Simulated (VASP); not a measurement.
Here is a VASP 6.6.1 calculation.

Contents of INCAR:

```
PREC = Accurate ; ENCUT = 500
EDIFF = 1E-6 ; ISMEAR = 0
SIGMA = 0.05 ; LREAL = False
LASPH = True ; NELM = 120
ALGO = Normal ; ISIF = 2
LWAVE = False ; LCHARG = True
GGA = PS ; IVDW = 12
LELF = True ; LVHAR = True
NBANDS = 11 ; GGA_COMPAT = False
```

The input KPOINTS:

```
Automatic mesh
0
Gamma
  7 7 7
```

The input POSCAR:

```
Ca
1.0
    2.1262073112      2.1262073112      2.1262073112
   -2.1262073112      2.1262073112      2.1262073112
   -2.1262073112     -2.1262073112      2.1262073112
Ca
1
Direct
    0.0000000000      0.0000000000      0.0000000000
```

Potentials or basis: VASP PAW PBE potentials, release 64 (Ca_sv).

Run with:

```console
$ cat potpaw_PBE.64/Ca_sv/POTCAR > POTCAR
$ mpirun -np 1 vasp_std > vasp.out
```

**Question.** What does it give for the dispersion energy per atom?

**Answer.** -0.263 eV.

**Question.** Predict the band gap on the k mesh.

**Answer.** Zero (band 5 reaches 2.58 eV, above the bottom of band 6 at 2.35 eV).

**Question.** Predict the pressure.

**Answer.** -0.3 GPa.

Caveat: three body term missing; the PAW data sets were made with another functional, which shifts forces and pressure a little; pairwise dispersion overbinds metals, which lowers pressure and volume.
